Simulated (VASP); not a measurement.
# ZnS (I-4m2) in VASP: further runs, part 2 of 2

VASP 6.6.1.

## Step 3: Single point, PBE (strain -0.0750 x Voigt [1, 0, 0, 0, 0, 0])

The input, INCAR:

```
PREC = Accurate
ENCUT = 520
EDIFF = 1E-6
ISMEAR = 0
SIGMA = 0.05
LREAL = F
LASPH = T
NELM = 60
ALGO = Normal
ISIF = 2
LWAVE = F
LCHARG = F
GGA = PE
NBANDS = 16
```

The input, KPOINTS:

```
Automatic mesh
0
Gamma
  10 10 10
```

The input, POSCAR:

```
ZnS
1.0
    0.0000000000      2.7046500000      2.7046500000
    2.5018012500      0.0000000000      2.7046500000
    2.5018012500      2.7046500000      0.0000000000
Zn S
1 1
Direct
    0.0000000000      0.0000000000      0.0000000000
    0.7500000000      0.7500000000      0.7500000000
```

Potentials or basis: VASP PAW PBE potentials, release 64 (Zn, S).

The run is started by

```console
> cat potpaw_PBE.64/Zn/POTCAR potpaw_PBE.64/S/POTCAR > POTCAR
> mpirun -np 1 vasp_std > vasp.out
```

OUTCAR:

```text
PREC = Accurate
   ENCUT = 520
   EDIFF = 1E-6
   ISMEAR = 0
   LREAL = F
   LASPH = T
   NELM = 60
   ISIF = 2
   GGA = PE

 ion  position               nearest neighbor table
   1  0.000  0.000  0.000-   2 2.29   2 2.29   2 2.29   2 2.29
   2  0.750  0.750  0.750-   1 2.29   1 2.29   1 2.29   1 2.29

  LATTYP: Found a body centered tetragonal cell.
 ALAT       =     3.8249527115
 C/A-ratio  =     1.3081475452

  Lattice vectors:

 A1 = (  -2.5018012500,   0.0000000000,  -2.7046500000)
 A2 = (  -2.5018012500,   0.0000000000,   2.7046500000)
 A3 = (   2.5018012500,   2.7046500000,   0.0000000000)

Analysis of symmetry for initial positions (statically):
=====================================================================
 Subroutine PRICEL returns:
 Original cell was already a primitive cell.

 Routine SETGRP: Setting up the symmetry group for a
 body centered tetragonal supercell.

 Subroutine GETGRP returns: Found  8 space group operations
 (whereof  8 operations were pure point group operations)
 out of a pool of 16 trial point group operations.

The static configuration has the point symmetry D_2d.
[... 155 lines left out ...]
  ext. energy  EPLUGINS =         0.00000000
  ---------------------------------------------------
  free energy    TOTEN  =        -6.74401079 eV

  energy without entropy =       -6.74401079  energy(sigma->0) =       -6.74401079

 E-fermi :   3.2353     XC(G=0):  -9.9945

 val. band max:        2.9898119330   @ k =   0.0000   0.0000   0.0000
 cond. band min:       5.2665682638   @ k =   0.0000   0.0000   0.0000
 fundamental gap:      2.2767563308
 Fermi energy:         3.2353344589

 k-point     1 :       0.0000    0.0000    0.0000
  band No.  band energies     occupation
      1     -10.8437      2.00000
      2      -3.8353      2.00000
      3      -3.8353      2.00000
      4      -3.7906      2.00000
      5      -3.2567      2.00000
      6      -3.2249      2.00000
[... 433 lines left out ...]
      3      -3.5726      2.00000
      4      -3.4805      2.00000
      5      -3.2527      2.00000
      6      -3.1670      2.00000
[... 8 lines left out ...]
     15      16.2274      0.00000
     16      18.8856      0.00000

 [... further k-points ...]
[... 5 lines left out ...]
  --------------------------------------------------------------------------------------
  -------------------------------------------------------------------------------------
  Total        2.2569906      1.7215041      1.7215041      0.0000000      0.0000000      0.0000000
  in kB       98.7950951     75.3552797     75.3552797      0.0000000      0.0000000      0.0000000
  external PRESSURE =      83.1685515 kB  Pullay stress =       0.0000000 kB

 VOLUME and BASIS-vectors are now :
 -----------------------------------------------------------------------------
  energy-cutoff  :      520.00
  volume of cell :       36.60
      direct lattice vectors                 reciprocal lattice vectors
     0.000000000  2.704650000  2.704650000    -0.199856004  0.184866803  0.184866803
     2.501801250  0.000000000  2.704650000     0.199856004 -0.184866803  0.184866803
     2.501801250  2.704650000  0.000000000     0.199856004  0.184866803 -0.184866803

 POSITION                                       TOTAL-FORCE (eV/Angst)
 -----------------------------------------------------------------------------------
      0.00000      0.00000      0.00000         0.000000      0.000000      0.000000
      3.75270      4.05697      4.05697        -0.000000      0.000000      0.000000
 -----------------------------------------------------------------------------------
    total drift:                                0.000001     -0.000004     -0.000004

  FREE ENERGIE OF THE ION-ELECTRON SYSTEM (eV)
  ---------------------------------------------------
  free  energy   TOTEN  =        -6.7440107887 eV

  energy  without entropy=       -6.7440107887  energy(sigma->0) =       -6.74401079
```

OSZICAR:

```text
N       E                     dE             d eps       ncg     rms          rms(c)
DAV:   1     0.898163372979E+02    0.89816E+02   -0.90162E+03  3264   0.140E+03
DAV:   2    -0.146088178351E+01   -0.91277E+02   -0.85714E+02  3680   0.263E+02
DAV:   3    -0.712507105615E+01   -0.56642E+01   -0.56413E+01  4128   0.639E+01
DAV:   4    -0.718181942292E+01   -0.56748E-01   -0.56736E-01  4008   0.662E+00
DAV:   5    -0.718244788150E+01   -0.62846E-03   -0.62845E-03  4176   0.676E-01    0.791E+00
DAV:   6    -0.676844348225E+01    0.41400E+00   -0.75067E-01  4856   0.315E+01    0.609E+00
DAV:   7    -0.674462724483E+01    0.23816E-01   -0.27905E-01  3936   0.499E+00    0.302E+00
DAV:   8    -0.674376402097E+01    0.86322E-03   -0.61608E-03  4536   0.122E+00    0.806E-01
DAV:   9    -0.674386713578E+01   -0.10311E-03   -0.15043E-03  4024   0.304E-01    0.868E-02
DAV:  10    -0.674398384623E+01   -0.11671E-03   -0.16195E-04  4224   0.990E-02    0.490E-02
DAV:  11    -0.674401030847E+01   -0.26462E-04   -0.45901E-05  3720   0.561E-02    0.177E-02
DAV:  12    -0.674401078871E+01   -0.48024E-06   -0.22082E-06  4328   0.194E-02
   1 F= -.67440108E+01 E0= -.67440108E+01  d E =-.951610E-15
```

stdout:

```text
POSCAR found type information on POSCAR ZnS
 POSCAR found :  2 types and       2 ions
 scaLAPACK will be used
 LDA part: xc-table for (Slater+PW92), standard interpolation
 POSCAR, INCAR and KPOINTS ok, starting setup
 FFT: planning ... GRIDC
 FFT: planning ... GRID_SOFT
 FFT: planning ... GRID
 WAVECAR not read
 entering main loop
```

Wall time 36 s (1 thread of Intel Xeon Platinum 8488C (Sapphire Rapids), shared host); peak memory 0.19 GiB.

What came out:

```yaml
Free_energy: -6.7440 eV
Pressure: 8.3 GPa
Band_gap_on_the_k_mesh: 2.28 eV, direct
```

Caveat: the cell differs from its parent crystal (strain -0.0750 x Voigt [1, 0, 0, 0, 0, 0]).

## Step 4: Single point, PBE (strain -0.0500 x Voigt [1, 0, 0, 0, 0, 0])

The input, INCAR:

```
SYSTEM = ZnS
  ALGO = Normal
  EDIFF = 1E-6
  ENCUT = 520
  GGA = PE
  ISIF = 2
  ISMEAR = 0
  LASPH = .True.
  LCHARG = .False.
  LREAL = .False.
  LWAVE = .False.
  NBANDS = 16
  NELM = 80
  PREC = Accurate
  SIGMA = 0.05
```

The input, KPOINTS:

```
k-points
0
Gamma
  10 10 10
  0 0 0
```

The input, POSCAR:

```
ZnS
1.0
    0.0000000000      2.7046500000      2.7046500000
    2.5694175000      0.0000000000      2.7046500000
    2.5694175000      2.7046500000      0.0000000000
Zn S
1 1
Direct
    0.0000000000      0.0000000000      0.0000000000
    0.7500000000      0.7500000000      0.7500000000
```

The run is started by

```console
> cat potpaw_PBE.64/Zn/POTCAR potpaw_PBE.64/S/POTCAR > POTCAR
> mpirun -np 1 vasp_std > vasp.out
```

Run time: 37 s. Hardware: 1 thread of Intel Xeon Platinum 8488C (Sapphire Rapids), shared host; peak memory 0.19 GiB.

Results (log left out):

| Property | Result |
| --- | --- |
| Free energy | -6.7963 eV |
| Pressure | 5.8 GPa |
| Band gap on the k mesh | 2.21 eV, direct |

Stress tensor (GPa, compression positive):
```
6.91 0.00 0.00
0.00 5.18 0.00
0.00 0.00 5.18
```

Levels at points of the mesh, in eV from the valence-band top:
| k point | band 5 | band 6 | band 7 | band 8 | band 9 | band 10 | band 11 | band 12 | band 13 | band 14 |
| --- | --- | --- | --- | --- | --- | --- | --- | --- | --- | --- |
| (0.00, 0.00, 0.00) | -6.10 | -6.09 | -0.17 | -0.17 | 0.00 | 2.21 | 6.27 | 6.27 | 6.28 | 11.28 |
| (0.50, 0.00, 0.00) | -6.05 | -5.89 | -5.70 | -1.18 | -0.90 | 3.26 | 6.56 | 7.08 | 8.96 | 12.24 |
| (0.50, 0.50, 0.00) | -6.02 | -5.89 | -4.95 | -2.46 | -2.34 | 3.29 | 4.13 | 11.00 | 11.93 | 12.27 |
| (0.00, 0.50, 0.50) | -6.00 | -5.80 | -4.65 | -2.69 | -2.69 | 3.01 | 3.62 | 11.61 | 12.12 | 12.12 |

Caveat: the cell differs from its parent crystal (strain -0.0500 x Voigt [1, 0, 0, 0, 0, 0]).

## Step 5: The runs side by side

| cell | gap on the mesh (eV) | pressure (GPa) |
| --- | --- | --- |
| a = 3.825, b = 3.639, c = 3.639 Å, angles 63.4, 58.3, 58.3°, 2 atoms | 2.35 | 11.2 |
| a = 3.825, b = 3.684, c = 3.684 Å, angles 62.5, 58.7, 58.7°, 2 atoms | 2.28 | 8.3 |
| a = 3.825, b = 3.731, c = 3.731 Å, angles 61.7, 59.2, 59.2°, 2 atoms | 2.21 | 5.8 |

Alike in all rows: task single point; level PBE; potentials or basis VASP PAW PBE potentials, release 64 (Zn, S); no spin polarisation; k mesh 10 × 10 × 10; cutoff (eV) 520; smearing gaussian 0.05 eV.

Total energies depend on the potentials used, so only differences within one code and one set of settings carry meaning.
